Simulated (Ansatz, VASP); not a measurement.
Two plane-wave programs on AsHF

Contents of INCAR:

```
ALGO = Normal
EDIFF = 1E-7
EDIFFG = -0.04
ENCUT = 600
GGA = PE
GGA_COMPAT = F
IBRION = 2
ISIF = 3
ISMEAR = 0
LASPH = T
LCHARG = F
LREAL = F
LWAVE = F
NELM = 120
NELMIN = 4
NSW = 90
PREC = Accurate
SIGMA = 0.1
```

KPOINTS

```
k-points
0
Gamma
  4 4 8
```

File POSCAR:

```
AsHF
1.0
    4.5820302300      0.0000000000      0.0000000000
    0.0000000000      4.5820302300      0.0000000000
    0.0000000000      0.0000000000      2.0927308900
H As F
1 1 1
Direct
    0.0000000000      0.0000000000      0.0000000000
    0.5000000000      0.5000000000      0.5000000000
    0.0000000000      0.0000000000      0.5000000000
```

Input for Ansatz:

```yaml
crystal:
  lattice:
    - [4.58203023, 0.0, 0.0]
    - [0.0, 4.58203023, 0.0]
    - [0.0, 0.0, 2.09273089]
  atoms:
    - { symbol: H, position: [0.0, 0.0, 0.0] }
    - { symbol: As, position: [0.5, 0.5, 0.5] }
    - { symbol: F, position: [0.0, 0.0, 0.5] }
basis:
  ecutwfc: 420
kpoints:
  mp_grid: { grid: [4, 4, 8] }
hamiltonian:
  xc: pbe
scf:
  occupations: { method: gaussian, width: 0.1 }
  lower_state_search: "off"
output:
  forces: true
  stress: true
  eigenvalues: true
relax:
  adjacent_minimum: "off"
  f_tol: 0.04
  max_steps: 70
  cell: { stress_tol: 0.4 }
```

Alike in both runs: task relaxation of cell and atoms; functional PBE; k mesh 4 × 4 × 8; occupations gaussian, width 0.1 eV; no spin polarisation.

```csv
,VASP,Ansatz
version,VASP 6.6.1,Ansatz 0.2.0
potentials or method,"VASP PAW PBE potentials, release 64 (H, As, F), cutoff 600 eV","scalar-relativistic, plane waves, PAW"
valence electrons in the cell,13,23
```

|  | VASP | Ansatz | Ansatz less VASP |
| --- | --- | --- | --- |
| gap on the k mesh at the Fermi level, each at its own relaxed structure (eV) | none | none | - |
| relaxed volume (Å³/atom) | 20.60 | 22.11 | +1.516 |
| relaxed cell length with the largest relative difference (Å) | 5.161 | 5.349 | +0.1885 |

A gap of «none» marks a metal or a gap that the smearing closes. One of these differences is far larger than is usual between the two programs; its cause wasn't traced. VASP's potentials hold 13 valence electrons a cell and Ansatz's 23, so a difference there can come from the potentials and not from the codes.

The k mesh is coarse, so the values compare programs but aren't converged. Noted on VASP's run: the volume moved by over 15 % at a fixed basis, so the end points are rough.
